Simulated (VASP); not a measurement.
Input of a VASP 6.6.1 run:

INCAR

```
SYSTEM = SiC
ALGO     = Normal         ! electronic algorithm
EDIFF    = 1E-6           ! SCF threshold, eV
ENCUT    = 520            ! plane-wave cutoff, eV
GGA      = PE             ! functional
ISIF     = 2              ! what is computed and relaxed
ISMEAR   = 0              ! smearing method
LASPH    = .TRUE.         ! aspherical terms in the spheres
LCHARG   = .FALSE.        ! write CHGCAR
LREAL    = .FALSE.        ! projectors in reciprocal space
LWAVE    = .FALSE.        ! write WAVECAR
NBANDS   = 11             ! bands
NELM     = 80             ! most SCF steps
PREC     = Accurate       ! precision mode
SIGMA    = 0.05           ! smearing width, eV
```

The input KPOINTS:

```
k-points
0
G
  12 12 12
  0 0 0
```

POSCAR

```
SiC
1.0
    0.0000000000      2.2491026002      2.2491026002
    2.2491026002      0.0000000000      2.2491026002
    2.1336486667      2.1336486667      0.1154539335
Si C
1 1
Direct
    0.0000000000      0.0000000000      0.0000000000
    0.7500000000      0.7500000000      0.7500000000
```

Potentials or basis: VASP PAW PBE potentials, release 64 (Si, C).

Command:

```sh
$ cat potpaw_PBE.64/Si/POTCAR potpaw_PBE.64/C/POTCAR > POTCAR
$ mpirun -np 1 vasp_std > vasp.out
```

(1) Predict the band gap on the k mesh.

(2) Predict the largest force.

(3) What does it give for the pressure?

Results:

(1) 1.05 eV, indirect (least direct gap 3.95 eV).

(2) 1.051 eV/Å.

(3) 2.0 GPa.

Caveat: forces of over 1 eV/Å act on the atoms, so gaps and moduli don't describe the material at rest.
